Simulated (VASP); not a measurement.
# CsBa3 in VASP: notebook, part 2 of 2

VASP 6.6.1.

## Step 3: Single point, PBE

INCAR reads:

```
SYSTEM = CsBa3
PREC = Accurate ; ENCUT = 520
EDIFF = 1E-6 ; ISMEAR = 1
SIGMA = 0.025 ; LREAL = .False.
LASPH = .True. ; NELM = 100
ALGO = Normal ; ISIF = 2
LWAVE = .False. ; LCHARG = .True.
GGA = PE ; LELF = .True.
LVHAR = .True. ; NBANDS = 28
```

KPOINTS reads:

```
regular mesh
0
Gamma
  3 3 3
  0 0 0
```

POSCAR reads:

```
CsBa3
1.0
    0.0000000000      5.2212840000      5.2212840000
    5.2212840000      0.0000000000      5.2212840000
    5.2212840000      5.2212840000      0.0000000000
Ba Cs
3 1
Direct
    0.5012270000      0.4971690000      0.4967690000
    0.7590530000      0.7460360000      0.7562990000
    0.2519520000      0.2509940000      0.2457810000
    0.0084740000      0.0003550000     -0.0073040000
```

Potentials or basis: VASP PAW PBE potentials, release 64 (Ba_sv, Cs_sv).

Launch:

```
cat potpaw_PBE.64/Ba_sv/POTCAR potpaw_PBE.64/Cs_sv/POTCAR > POTCAR
mpirun -np 1 vasp_std > vasp.out
```

OUTCAR:

```text
SYSTEM = CsBa3
   PREC = Accurate
   ENCUT = 520
   EDIFF = 1E-6
   ISMEAR = 1
   LREAL = .False.
   LASPH = .True.
   NELM = 100
   ISIF = 2
   GGA = PE

 ion  position               nearest neighbor table
   1  0.501  0.497  0.497-   2 4.47   2 4.48   3 4.50   3 4.52   3 4.53   2 4.53   3 4.54   2 4.62

   2  0.759  0.746  0.756-   1 4.47   1 4.48   1 4.53   1 4.62
   3  0.252  0.251  0.246-   1 4.50   1 4.52   1 4.53   1 4.54
   4  0.008  0.000  0.993-

  LATTYP: Found a face centered cubic cell.
 ALAT       =    10.4425680000

  Lattice vectors:

 A1 = (   0.0000000000,   5.2212840000,   5.2212840000)
 A2 = (   5.2212840000,   0.0000000000,   5.2212840000)
 A3 = (   5.2212840000,   5.2212840000,   0.0000000000)

Analysis of symmetry for initial positions (statically):
=====================================================================
 Subroutine PRICEL returns:
 Original cell was already a primitive cell.

 Routine SETGRP: Setting up the symmetry group for a
 face centered cubic supercell.

 Subroutine GETGRP returns: Found  1 space group operations
 (whereof  1 operations were pure point group operations)
 out of a pool of 48 trial point group operations.

The static configuration has the point symmetry C_1 .

Analysis of symmetry for dynamics (positions and initial velocities):
=====================================================================
 Subroutine PRICEL returns:
 Original cell was already a primitive cell.

 Routine SETGRP: Setting up the symmetry group for a
 face centered cubic supercell.

 Subroutine GETGRP returns: Found  1 space group operations
 (whereof  1 operations were pure point group operations)
 out of a pool of 48 trial point group operations.
[... 107 lines left out ...]
   EMIN   =  10.00;   EMAX   =-10.00  energy-range for DOS
   EFERMI =   0.00;   METHOD = LEGACY
   ISMEAR =     1;   SIGMA  =   0.03  broadening in eV -4-tet -1-fermi 0-gaus
   EFERMI_NEDOS =   21; number of points for ismear=-14 and -15
   IALGO  =     38    algorithm
   IMIX   =      4    mixing-type and parameters
     AMIX     =   0.40;   BMIX     =  1.00
     AMIX_MAG =   1.60;   BMIX_MAG =  1.00
  volume/ion in A,a.u.               =      71.17       480.28
  Fermi-wavevector in a.u.,A,eV,Ry     =   0.843935  1.594806  9.690429  0.712226
  Thomas-Fermi vector in A             =   1.958883
   LORBIT       =      0    0 simple, 1 ext, 2 COOP (PROOUT), +10 PAW based schemes
   GGA     = PE    functional components
   LHFCALC =     F    Hartree Fock is set to
   AEXX    =    0.0000 exact exchange contribution
   IVDW    =     0    specifies the selected vdW correction
   LEPSILON=     F    determine dielectric tensor
   LRPA    =     F    only Hartree local field effects (RPA)
 non-spin polarized calculation
 Methfessel and Paxton  Order N= 1 SIGMA  =   0.03
  energy-cutoff  :      520.00
  volume of cell :      284.68
 maximum number of plane-waves:      7727
   NGX = 27   NGY = 27   NGZ = 27

 number of electron      38.9999999 magnetization

 Free energy of the ion-electron system (eV)
  ---------------------------------------------------
  ext. energy  EPLUGINS =         0.00000000
  ---------------------------------------------------
  free energy    TOTEN  =        -5.99394670 eV

  energy without entropy =       -5.99140271  energy(sigma->0) =       -5.99309871

 E-fermi :   1.4077     XC(G=0):  -6.9812

 val. band max:        1.2242309234   @ k =   0.3333   0.0000   0.3333
 cond. band min:       1.4107699087   @ k =   0.0000   0.3333   0.0000
 fundamental gap:      0.1865389853
 Fermi energy:         1.4077044178

 k-point     1 :       0.0000    0.0000    0.0000
  band No.  band energies     occupation
      1     -27.9691      2.00000
      2     -27.9630      2.00000
      3     -27.8174      2.00000
      4     -21.4239      2.00000
      5     -13.1417      2.00000
      6     -13.1408      2.00000
[... 423 lines left out ...]
     27       2.6765      0.00000
     28       2.9425      0.00000

------------------------ aborting loop because EDIFF is reached ----------------------------------------

  FORCE on cell =-STRESS in cart. coord.  units (eV):
  Direction    XX          YY          ZZ          XY          YZ          ZX
  --------------------------------------------------------------------------------------
  -------------------------------------------------------------------------------------
  Total        0.4322024      0.4728333      0.4461005      0.0268902      0.0248646      0.0250911
  in kB        2.4324048      2.6610724      2.5106219      0.1513363      0.1399363      0.1412110
  external PRESSURE =       2.5346997 kB  Pullay stress =       0.0000000 kB

 VOLUME and BASIS-vectors are now :
 -----------------------------------------------------------------------------
  energy-cutoff  :      520.00
  volume of cell :      284.68
      direct lattice vectors                 reciprocal lattice vectors
     0.000000000  5.221284000  5.221284000    -0.095761885  0.095761885  0.095761885
     5.221284000  0.000000000  5.221284000     0.095761885 -0.095761885  0.095761885
     5.221284000  5.221284000  0.000000000     0.095761885  0.095761885 -0.095761885

 POSITION                                       TOTAL-FORCE (eV/Angst)
 -----------------------------------------------------------------------------------
      5.18963      5.21082      5.21291         0.029708      0.052697      0.036421
      7.84412      7.91208      7.85850        -0.042628     -0.084128     -0.007323
      2.59380      2.59881      2.62602        -0.020028      0.006060     -0.000769
      5.18500      5.22739      0.04610         0.032948      0.025371     -0.028329
 -----------------------------------------------------------------------------------
    total drift:                                0.000316      0.000025     -0.000160

  FREE ENERGIE OF THE ION-ELECTRON SYSTEM (eV)
  ---------------------------------------------------
  free  energy   TOTEN  =        -5.9939467020 eV

  energy  without entropy=       -5.9914027118  energy(sigma->0) =       -5.99309871
```

OSZICAR:

```text
N       E                     dE             d eps       ncg     rms          rms(c)
DAV:   1     0.317533669056E+03    0.31753E+03   -0.14966E+04   784   0.111E+03
DAV:   2     0.235870153706E+02   -0.29395E+03   -0.28832E+03  1160   0.220E+02
DAV:   3    -0.501927041289E+01   -0.28606E+02   -0.28287E+02  1112   0.726E+01
DAV:   4    -0.599202065161E+01   -0.97275E+00   -0.96981E+00  1104   0.115E+01
DAV:   5    -0.601310898484E+01   -0.21088E-01   -0.21081E-01  1068   0.178E+00    0.229E+00
DAV:   6    -0.599642276394E+01    0.16686E-01   -0.44846E-02  1048   0.889E-01    0.134E+00
DAV:   7    -0.599343392858E+01    0.29888E-02   -0.58452E-02   988   0.110E+00    0.149E-01
DAV:   8    -0.599386182294E+01   -0.42789E-03   -0.26724E-03  1072   0.244E-01    0.459E-02
DAV:   9    -0.599391585754E+01   -0.54035E-04   -0.37803E-04  1012   0.716E-02    0.175E-02
DAV:  10    -0.599394153990E+01   -0.25682E-04   -0.32385E-05  1004   0.272E-02    0.794E-03
DAV:  11    -0.599394664005E+01   -0.51001E-05   -0.52489E-06   740   0.117E-02    0.130E-03
DAV:  12    -0.599394670203E+01   -0.61986E-07   -0.44150E-07   528   0.310E-03
   1 F= -.59939467E+01 E0= -.59930987E+01  d E =-.254399E-02
```

It took 56 s on 1 thread of Intel Xeon 6975P-C (Granite Rapids), shared host; peak memory 0.45 GiB.

Results:

```yaml
Free_energy: -5.9939 eV
Pressure: 0.3 GPa
Largest_force: 0.095 eV/Å
```

Forces in eV/Å, atoms in the order of the input:
```
Ba   0.030  0.053  0.036
Ba  -0.043 -0.084 -0.007
Ba  -0.020  0.006 -0.001
Cs   0.033  0.025 -0.028
```

Levels at points of the mesh, in eV from the Fermi level:
```csv
k point,band 18,band 19,band 20,band 21,band 22,band 23
"(0.00, 0.00, 0.00)",-0.35,-0.35,0.49,0.50,0.51,0.52
```

Caveat: spin-orbit coupling is left out, which moves the levels of the heavy elements.

## Step 4: Single point, PBE

INCAR reads:

```
  PREC = Accurate
  ENCUT = 520
  EDIFF = 1E-7
  ISMEAR = 1
  SIGMA = 0.01
  LREAL = F
  LASPH = T
  NELM = 60
  ALGO = Fast
  ISIF = 2
  LWAVE = F
  LCHARG = F
  GGA = PE
  NBANDS = 28
```

KPOINTS reads:

```
Automatic mesh
0
Gamma
  3 3 3
```

POSCAR is that of step 3.

Launch:

```
cat potpaw_PBE.64/Ba_sv/POTCAR potpaw_PBE.64/Cs_sv/POTCAR > POTCAR
mpirun -np 1 vasp_std > vasp.out
```

Run time: 92 s. Hardware: 1 thread of Intel Xeon 6975P-C (Granite Rapids), shared host; peak memory 0.46 GiB.

It converged, with:

```
Free energy   : -5.9926 eV
Pressure      : 0.3 GPa
Largest force : 0.089 eV/Å
```

Forces on the atoms (eV/Å):
```
Ba   0.029  0.052  0.034
Ba  -0.039 -0.080 -0.005
Ba  -0.023  0.002 -0.002
Cs   0.033  0.026 -0.026
```

Levels at points of the mesh, in eV from the Fermi level:
| k point | band 17 | band 18 | band 19 | band 20 | band 21 | band 22 | band 23 | band 24 |
| --- | --- | --- | --- | --- | --- | --- | --- | --- |
| (0.00, 0.00, 0.00) | -2.57 | -0.35 | -0.35 | 0.49 | 0.49 | 0.50 | 0.51 | 0.52 |

Caveat: spin-orbit coupling is left out, which moves the levels of the heavy elements.

## Step 5: Single point, PBE

INCAR reads:

```
SYSTEM = CsBa3
PREC = Accurate
ENCUT = 520
EDIFF = 1E-6
ISMEAR = 1
SIGMA = 0.005
LREAL = .False.
LASPH = .True.
NELM = 60
ALGO = Normal
ISIF = 2
LWAVE = .False.
LCHARG = .True.
GGA = PE
LELF = .True.
LVHAR = .True.
NBANDS = 28
```

KPOINTS reads:

```
Automatic mesh
0
Gamma
  3 3 3
  0 0 0
```

POSCAR is that of step 4.

Launch:

```
cat potpaw_PBE.64/Ba_sv/POTCAR potpaw_PBE.64/Cs_sv/POTCAR > POTCAR
mpirun -np 1 vasp_std > vasp.out
```

It took 62 s on 1 thread of Intel Xeon 6975P-C (Granite Rapids), shared host; peak memory 0.46 GiB.

The run converged. Its results:

```yaml
Free_energy: -5.9923 eV
Pressure: 0.3 GPa
Largest_force: 0.087 eV/Å
```

Forces in eV/Å, atoms in the order of the input:
```
Ba   0.030  0.051  0.032
Ba  -0.037 -0.078 -0.004
Ba  -0.025  0.000 -0.003
Cs   0.033  0.027 -0.025
```

Levels at points of the mesh, in eV from the Fermi level:
```
           k point  band 17  band 18  band 19  band 20  band 21  band 22  band 23  band 24
(0.00, 0.00, 0.00)    -2.58    -0.36    -0.35     0.49     0.49     0.50     0.51     0.52
```

Caveat: spin-orbit coupling is left out, which moves the levels of the heavy elements.

## Step 6: Single point, PBE

INCAR reads:

```
SYSTEM = CsBa3
ALGO = Normal
EDIFF = 1E-6
ENCUT = 520
GGA = PE
ISIF = 2
ISMEAR = -1
LASPH = .True.
LCHARG = .False.
LREAL = .False.
LWAVE = .False.
NBANDS = 28
NELM = 100
PREC = Accurate
SIGMA = 0.05
```

KPOINTS reads:

```
k-points
0
Gamma
  5 5 5
  0 0 0
```

POSCAR reads:

```
CsBa3
1.0
    0.0000000000      5.2212840000      5.2212840000
    5.2212840000      0.0000000000      5.2212840000
    5.2212840000      5.2212840000      0.0000000000
Ba Cs
3 1
Direct
    0.5000000000      0.5000000000      0.5000000000
    0.7500000000      0.7500000000      0.7500000000
    0.2500000000      0.2500000000      0.2500000000
    0.0000000000      0.0000000000      0.0000000000
```

Potentials or basis: VASP PAW PBE potentials, release 64 (Ba_sv, Cs_sv).

Launch:

```
cat potpaw_PBE.64/Ba_sv/POTCAR potpaw_PBE.64/Cs_sv/POTCAR > POTCAR
mpirun -np 1 vasp_std > vasp.out
```

It took 2.5 min on 1 thread of Intel Xeon 8259CL, shared host; peak memory 0.44 GiB.

It converged, with:

* Free energy: -5.9751 eV
* Pressure: 0.1 GPa

Levels at points of the mesh, in eV from the Fermi level:
| k point | band 16 | band 17 | band 18 | band 19 | band 20 | band 21 | band 22 | band 23 |
| --- | --- | --- | --- | --- | --- | --- | --- | --- |
| (0.00, 0.00, 0.00) | -9.72 | -2.50 | -0.28 | -0.28 | 0.58 | 0.58 | 0.58 | 0.59 |

Caveat: spin-orbit coupling is left out, which moves the levels of the heavy elements.

## Step 7: Single point, PBE

INCAR reads:

```
ALGO     = Fast           # electronic algorithm
EDIFF    = 1E-7           # SCF threshold, eV
ENCUT    = 520            # plane-wave cutoff, eV
GGA      = PE             # functional
ISIF     = 2              # what is computed and relaxed
ISMEAR   = 1              # smearing method
LASPH    = T              # aspherical terms in the spheres
LCHARG   = F              # write CHGCAR
LREAL    = F              # projectors in reciprocal space
LWAVE    = F              # write WAVECAR
NBANDS   = 28             # bands
NELM     = 60             # most SCF steps
PREC     = Accurate       # precision mode
SIGMA    = 0.05           # smearing width, eV
```

KPOINTS reads:

```
k-points
0
Gamma
  5 5 5
```

POSCAR reads:

```
CsBa3
1.0
    0.0000000000      5.2212840000      5.2212840000
    5.2212840000      0.0000000000      5.2212840000
    5.2212840000      5.2212840000      0.0000000000
Ba Cs
3 1
Direct
    0.5012270000      0.4971690000      0.4967690000
    0.7590530000      0.7460360000      0.7562990000
    0.2519520000      0.2509940000      0.2457810000
    0.0084740000      0.0003550000     -0.0073040000
```

Launch:

```
cat potpaw_PBE.64/Ba_sv/POTCAR potpaw_PBE.64/Cs_sv/POTCAR > POTCAR
mpirun -np 1 vasp_std > vasp.out
```

Run time: 17 min. Hardware: 1 thread of Oxide Virtual Turin-like, shared host; peak memory 0.69 GiB.

The run converged. Its results:

| Item | Value |
| --- | --- |
| Free energy | -5.9336 eV |
| Pressure | 0.0 GPa |
| Largest force | 0.090 eV/Å |

Forces in eV/Å, atoms in the order of the input:
```
Ba   0.031  0.052  0.037
Ba  -0.043 -0.079 -0.009
Ba  -0.019  0.002  0.000
Cs   0.032  0.025 -0.028
```

Levels at points of the mesh, in eV from the Fermi level:
```csv
k point,band 17,band 18,band 19,band 20,band 21,band 22
"(0.00, 0.00, 0.00)",-2.51,-0.28,-0.28,0.56,0.56,0.57
```

Caveat: spin-orbit coupling is left out, which moves the levels of the heavy elements.

## Step 8: Summary

```tsv
k mesh	smearing	gap on the mesh (eV)	pressure (GPa)	largest force (eV/Å)
3 × 3 × 3	methfessel-paxton 0.05 eV	none	0.3	0.10
3 × 3 × 3	methfessel-paxton 0.025 eV	none	0.3	0.09
3 × 3 × 3	methfessel-paxton 0.01 eV	none	0.3	0.09
3 × 3 × 3	methfessel-paxton 0.005 eV	none	0.3	0.09
5 × 5 × 5	fermi-dirac 0.05 eV	none	0.1	-
5 × 5 × 5	methfessel-paxton 0.05 eV	none	0.0	0.09
```

Some of these runs hold the atoms at other places in the same cell, which the table doesn't show; runs alike in all that it shows share one row.

Alike in all rows: task single point; level PBE; potentials or basis VASP PAW PBE potentials, release 64 (Ba_sv, Cs_sv); no spin polarisation; cell as given; cutoff (eV) 520.

Every run on the cell as given and a fine mesh finds a metal.

Caveats: spin-orbit coupling is left out, which moves the levels of the heavy elements.

Absolute energies hang on the potentials; compare differences alone.
